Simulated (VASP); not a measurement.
**Sr: single point with PBEsol**

Sr:

```
CELL_PARAMETERS angstrom
4.81000 0.00000 0.00000
0.00000 4.81000 0.00000
0.00000 0.00000 4.50560
ATOMIC_POSITIONS crystal
Sr 0.00000 0.00000 0.00000
Sr 0.50000 0.50000 0.50000
```

This cell differs from its parent crystal: biaxial strain in the a-b plane: +3.0 %, then relaxed in part.

```yaml
Program: VASP 6.6.1
Task: single point
Functional: PBEsol
Potentials_or_basis: VASP PAW PBE potentials, release 64 (Sr_sv)
Cutoff: 520 eV
k_mesh: 12 × 12 × 12
Occupations: gaussian, width 0.1 eV
Spin: no spin polarisation
Dipole_correction: no
Further_INCAR_settings: ALGO = Fast; EDIFF = 1e-06; NBANDS = 17
```

* Pressure: -0.2 GPa
* Band gap on the k mesh: zero (bands 10 and 11 overlap by 0.47 eV)

Stress tensor (GPa, compression positive):
```
-0.35  0.00  0.00
 0.00 -0.35  0.00
 0.00  0.00  0.01
```

Levels at points of the mesh, in eV from the Fermi level:
| k point | band 8 | band 9 | band 10 | band 11 | band 12 | band 13 |
| --- | --- | --- | --- | --- | --- | --- |
| (0.00, 0.00, 0.00) | -18.31 | -3.73 | -0.26 | -0.14 | 2.17 | 2.58 |
| (0.50, 0.00, 0.00) | -18.39 | -1.84 | -1.84 | 1.19 | 1.19 | 2.08 |
| (0.50, 0.50, 0.00) | -18.31 | -1.13 | -1.13 | 0.19 | 0.19 | 1.52 |
| (0.00, 0.00, 0.50) | -18.40 | -1.61 | -1.61 | 1.30 | 1.30 | 2.03 |
| (0.50, 0.00, 0.50) | -18.32 | -1.00 | -1.00 | 0.39 | 0.39 | 1.07 |
| (0.50, 0.50, 0.50) | -18.43 | 0.33 | 0.33 | 0.33 | 0.33 | 0.45 |

Run time: 5.3 min on 1 thread of Oxide Virtual Turin-like Processor (shared host), peak memory 0.39 GiB.

Caveat: the cell differs from its parent crystal (biaxial strain in the a-b plane: +3.0 %, then relaxed in part); the PAW data sets were made with another functional, which shifts forces and pressure a little.
